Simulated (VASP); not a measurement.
Sc, 2 atoms in the cell. The structure is hexagonal, space group P6_3/mmc (No. 194). Conventional cell: a = 3.297 Å, b = 3.297 Å, c = 5.133 Å, α = 90.00°, β = 90.00°, γ = 120.00°. Sc (site symmetry -6m2) has 12 Sc at 3.20 to 3.30 Å within 4.2 Å.  This cell differs from its parent crystal: volume scaled by 0.98.

* Program: VASP 6.6.1
* Task: electric field gradients
* Functional: PBE
* Potentials or basis: VASP PAW PBE potentials, release 64 (Sc_sv)
* Cutoff: 520 eV
* k mesh: 15 × 15 × 8
* Occupations: fermi-dirac, width 0.05 eV
* Spin: no spin polarisation
* Dipole correction: no
* Further INCAR settings: ALGO = Normal; EDIFF = 1e-08; NBANDS = 18

Potentials or basis: VASP PAW PBE potentials, release 64 (Sc_sv).

The run is started by

```bash
$ cat potpaw_PBE.64/Sc_sv/POTCAR > POTCAR
$ mpirun -np 1 vasp_std > vasp.out
```

Hardware: 1 thread of Intel Xeon 6975P-C, on a shared host.

Q: How long does it take, and how much memory?

A: It took 110 s on 1 thread of Intel Xeon 6975P-C, with other jobs on the host, peak memory 0.24 GiB. Counts: scf iterations 16, k points 135.
